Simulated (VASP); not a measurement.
Crystal: Hf.

```
CELL_PARAMETERS angstrom
4.90934 0.00000 0.00000
-2.45467 4.25161 0.00000
0.00000 0.00000 4.81256
ATOMIC_POSITIONS crystal
Hf 0.00000 0.00000 0.25000
Hf 0.00000 0.00000 0.75000
Hf 0.33333 0.66667 0.75000
Hf 0.66667 0.33333 0.25000
```

```yaml
Program: VASP 6.6.1
Task: relaxation of cell and atoms
Functional: PBEsol
Potentials_or_basis: VASP PAW PBE potentials, release 64 (Hf_pv)
Cutoff: 600 eV
k_mesh: 6 × 6 × 4
Occupations: gaussian, width 0.1 eV
Spin: no spin polarisation
```

At the start: pressure 1.9 GPa; volume 25.11 Å³/atom.

Where does the relaxation end?

Over 5 steps the energy falls by 12.1 meV/atom and the volume is 25.54 Å³/atom (+1.7 %); space group P6_3/mmc (No. 194, to 0.1 Å) before and after.

Step by step:
| step | energy change (eV) | largest force (eV/Å) | pressure (GPa) | volume (Å³) |
| --- | --- | --- | --- | --- |
| 1 | 0.0000 | 0.0000 | 1.88 | 100.45 |
| 2 | -0.0158 | 0.0000 | -1.82 | 104.70 |
| 3 | -0.0481 | 0.0000 | -0.27 | 102.75 |
| 4 | -0.0481 | 0.0000 | -0.25 | 102.71 |
| 5 | -0.0486 | 0.0000 | 0.12 | 102.15 |

Final structure:
```
CELL_PARAMETERS angstrom
4.88977 0.00000 0.00000
-2.44488 4.23466 0.00000
0.00000 0.00000 4.93309
ATOMIC_POSITIONS crystal
Hf 0.00000 0.00000 0.25000
Hf 0.00000 0.00000 0.75000
Hf 0.33333 0.66667 0.75000
Hf 0.66667 0.33333 0.25000
```

Caveat: the PAW data sets were made with another functional, which shifts forces and pressure a little.
